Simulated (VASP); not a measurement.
# MgO (Fm-3m) in VASP: single point with r2SCAN

Aim: the single point of MgO with r2SCAN.

Everything below comes from runs of VASP 6.6.1. Logs are shortened: lines on timing, memory, paths and dates and some standing lists are left out, and cuts for length are marked.

**1. The cell of the first run**

The structure is cubic, space group Fm-3m (No. 225). Conventional cell: a = 4.204 Å, b = 4.204 Å, c = 4.204 Å, α = 90.00°, β = 90.00°, γ = 90.00°. Within 2.8 Å of Mg (site symmetry m-3m) lie 6 O at 2.10 Å. O (site symmetry m-3m) has 6 Mg at 2.10 Å within 2.8 Å.

**2. Single point, r2SCAN**

File POSCAR:

```
MgO
1.0
    0.0000000000      2.1021674167      2.1021674167
    2.1021674167      0.0000000000      2.1021674167
    2.1021674167      2.1021674167      0.0000000000
Mg O
1 1
Direct
    0.0000000000      0.0000000000      0.0000000000
    0.5000000000      0.5000000000      0.5000000000
```

File INCAR.step1:

```
SYSTEM = MgO
ALGO = Normal ; EDIFF = 1E-5
ENCUT = 920 ; GGA = PE
GGA_COMPAT = .False. ; ISMEAR = -1
LASPH = .True. ; LCHARG = .False.
LREAL = .False. ; LWAVE = .True.
NBANDS = 15 ; NELM = 120
PREC = Accurate ; SIGMA = 0.02
```

File INCAR.step2:

```
SYSTEM = MgO
ALGO = Normal ; EDIFF = 1E-6
ENCUT = 920 ; GGA_COMPAT = .False.
ISIF = 2 ; ISMEAR = -1
ISTART = 1 ; LASPH = .True.
LCHARG = .False. ; LMIXTAU = .True.
LREAL = .False. ; LWAVE = .False.
METAGGA = R2SCAN ; NBANDS = 15
NELM = 120 ; PREC = Accurate
SIGMA = 0.02
```

File KPOINTS:

```
k-points
0
Gamma
  10 10 10
  0 0 0
```

Potentials or basis: VASP PAW PBE potentials, release 64 (Mg_sv, O).

The run is started by

```bash
$ cat potpaw_PBE.64/Mg_sv/POTCAR potpaw_PBE.64/O/POTCAR > POTCAR
$ cp INCAR.step1 INCAR
$ mpirun -np 1 vasp_std > vasp.out
$ cp INCAR.step2 INCAR
$ mpirun -np 1 vasp_std > vasp.out
```

OUTCAR:

```text
SYSTEM = MgO
   EDIFF = 1E-6
   ENCUT = 920
   ISIF = 2
   ISMEAR = -1
   ISTART = 1
   LASPH = .True.
   LREAL = .False.
   METAGGA = R2SCAN
   NELM = 120
   PREC = Accurate

 ion  position               nearest neighbor table
   1  0.000  0.000  0.000-   2 2.10   2 2.10   2 2.10   2 2.10   2 2.10   2 2.10
   2  0.500  0.500  0.500-   1 2.10   1 2.10   1 2.10   1 2.10   1 2.10   1 2.10

  LATTYP: Found a face centered cubic cell.
 ALAT       =     4.2043348334

  Lattice vectors:

 A1 = (   0.0000000000,   2.1021674167,   2.1021674167)
 A2 = (   2.1021674167,   0.0000000000,   2.1021674167)
 A3 = (   2.1021674167,   2.1021674167,   0.0000000000)

Analysis of symmetry for initial positions (statically):
=====================================================================
 Subroutine PRICEL returns:
 Original cell was already a primitive cell.

 Routine SETGRP: Setting up the symmetry group for a
 face centered cubic supercell.

 Subroutine GETGRP returns: Found 48 space group operations
 (whereof 48 operations were pure point group operations)
 out of a pool of 48 trial point group operations.

The static configuration has the point symmetry O_h .

Analysis of symmetry for dynamics (positions and initial velocities):
=====================================================================
 Subroutine PRICEL returns:
 Original cell was already a primitive cell.

 Routine SETGRP: Setting up the symmetry group for a
 face centered cubic supercell.

 Subroutine GETGRP returns: Found 48 space group operations
 (whereof 48 operations were pure point group operations)
 out of a pool of 48 trial point group operations.

The dynamic configuration has the point symmetry O_h .

 Subroutine INISYM returns: Found 48 space group operations
 (whereof 48 operations are pure point group operations),
 and found     1 'primitive' translations

----------------------------------------------------------------------------------------

                                     Primitive cell

  volume of cell :      18.5794

  direct lattice vectors                    reciprocal lattice vectors
     0.000000000  2.102167417  2.102167417    -0.237849753  0.237849753  0.237849753
     2.102167417  0.000000000  2.102167417     0.237849753 -0.237849753  0.237849753
     2.102167417  2.102167417  0.000000000     0.237849753  0.237849753 -0.237849753

  length of vectors
     2.972913671  2.972913671  2.972913671     0.411967856  0.411967856  0.411967856

  position of ions in fractional coordinates (direct lattice)
     0.000000000  0.000000000  0.000000000
     0.500000000  0.500000000  0.500000000

  ion indices of the primitive-cell ions
[... 82 lines left out ...]
   ISYM   =      2    0-nonsym 1-usesym 2-fastsym
   POTIM  = 0.5000    time-step for ionic-motion
   TEBEG  =    0.0;   TEEND  =   0.0 temperature during run
   PSTRESS=    0.0 pullay stress
   NELECT =      16.0000    total number of electrons
   NUPDOWN=      -1.0000    fix difference up-down
   EMIN   =  10.00;   EMAX   =-10.00  energy-range for DOS
   EFERMI =   0.00;   METHOD = LEGACY
   ISMEAR =    -1;   SIGMA  =   0.02  broadening in eV -4-tet -1-fermi 0-gaus
   EFERMI_NEDOS =   21; number of points for ismear=-14 and -15
   IALGO  =     38    algorithm
   IMIX   =      4    mixing-type and parameters
     AMIX     =   0.40;   BMIX     =  1.00
     AMIX_MAG =   1.60;   BMIX_MAG =  1.00
  volume/ion in A,a.u.               =       9.29        62.69
  Fermi-wavevector in a.u.,A,eV,Ry     =   1.557534  2.943312 33.006537  2.425912
  Thomas-Fermi vector in A             =   2.661170
   LORBIT       =      0    0 simple, 1 ext, 2 COOP (PROOUT), +10 PAW based schemes
   METAGGA = R2SCAN    functional components
   LHFCALC =     F    Hartree Fock is set to
   AEXX    =    0.0000 exact exchange contribution
   IVDW    =     0    specifies the selected vdW correction
   LEPSILON=     F    determine dielectric tensor
   LRPA    =     F    only Hartree local field effects (RPA)
 non-spin polarized calculation
  energy-cutoff  :      920.00
  volume of cell :       18.58
 maximum number of plane-waves:      1243
 NGX is ok and might be reduce to    30
   NGX = 15   NGY = 15   NGZ = 15

 number of electron      15.9999999 magnetization

 Free energy of the ion-electron system (eV)
  ---------------------------------------------------
  ext. energy  EPLUGINS =         0.00000000
  ---------------------------------------------------
  free energy    TOTEN  =       -16.15466604 eV

  energy without entropy =      -16.15466604  energy(sigma->0) =      -16.15466604

 E-fermi :   3.1667     XC(G=0): -12.0718

 val. band max:        2.5441857640   @ k =   0.0000   0.0000   0.0000
 cond. band min:       8.2453885508   @ k =   0.0000   0.0000   0.0000
 fundamental gap:      5.7012027868
 Fermi energy:         3.1667118043

 k-point     1 :       0.0000    0.0000    0.0000
  band No.  band energies     occupation
      1     -72.4067      2.00000
      2     -37.4925      2.00000
      3     -37.4925      2.00000
      4     -37.4925      2.00000
      5     -15.6710      2.00000
      6       2.5442      2.00000
      7       2.5442      2.00000
      8       2.5442      2.00000
      9       8.2454      0.00000
     10      19.4390      0.00000
     11      19.4390      0.00000
     12      19.4390      0.00000
     13      23.5609      0.00000
     14      25.3989      0.00000
[... 401 lines left out ...]
      2     -37.5527      2.00000
      3     -37.5166      2.00000
      4     -37.5142      2.00000
      5     -14.4506      2.00000
      6      -1.0345      2.00000
      7       1.2253      2.00000
      8       1.4392      2.00000
      9      13.2203      0.00000
     10      13.7302      0.00000
     11      17.4532      0.00000
     12      22.1691      0.00000
     13      22.3878      0.00000
     14      28.9624      0.00000
     15      31.2194      0.00000

 [... further k-points ...]
[... 5 lines left out ...]
  --------------------------------------------------------------------------------------
  -------------------------------------------------------------------------------------
  Total        0.0577853      0.0577853      0.0577853      0.0000000      0.0000000     -0.0000000
  in kB        4.9830611      4.9830611      4.9830611      0.0000000      0.0000000     -0.0000000
  external PRESSURE =       4.9830611 kB  Pullay stress =       0.0000000 kB

 VOLUME and BASIS-vectors are now :
 -----------------------------------------------------------------------------
  energy-cutoff  :      920.00
  volume of cell :       18.58
      direct lattice vectors                 reciprocal lattice vectors
     0.000000000  2.102167417  2.102167417    -0.237849753  0.237849753  0.237849753
     2.102167417  0.000000000  2.102167417     0.237849753 -0.237849753  0.237849753
     2.102167417  2.102167417  0.000000000     0.237849753  0.237849753 -0.237849753

 POSITION                                       TOTAL-FORCE (eV/Angst)
 -----------------------------------------------------------------------------------
      0.00000      0.00000      0.00000        -0.000000      0.000000      0.000000
      2.10217      2.10217      2.10217         0.000000      0.000000     -0.000000
 -----------------------------------------------------------------------------------
    total drift:                                0.000000      0.000000      0.000000

  FREE ENERGIE OF THE ION-ELECTRON SYSTEM (eV)
  ---------------------------------------------------
  free  energy   TOTEN  =       -16.1546660414 eV

  energy  without entropy=      -16.1546660414  energy(sigma->0) =      -16.15466604
```

Wall time 86 s (1 thread of Intel Xeon Platinum 8488C (Sapphire Rapids), shared host); peak memory 0.19 GiB.

Results:

```
Free energy            : -16.1547 eV
Pressure               : 0.5 GPa
Band gap on the k mesh : 5.70 eV
```

Levels at points of the mesh, in eV from the valence-band top:
| k point | band 4 | band 5 | band 6 | band 7 | band 8 | band 9 | band 10 | band 11 | band 12 | band 13 |
| --- | --- | --- | --- | --- | --- | --- | --- | --- | --- | --- |
| (0.00, 0.00, 0.00) | -40.04 | -18.22 | 0.00 | 0.00 | 0.00 | 5.70 | 16.89 | 16.89 | 16.89 | 21.02 |
| (0.50, 0.00, 0.00) | -40.05 | -16.92 | -4.62 | -0.68 | -0.68 | 8.87 | 13.91 | 17.57 | 17.57 | 22.59 |
| (0.50, 0.50, 0.00) | -40.07 | -16.71 | -4.09 | -1.37 | -1.37 | 10.05 | 11.22 | 14.38 | 20.55 | 20.55 |

Caveat: the PAW data sets were made with another functional, which shifts forces and pressure a little.
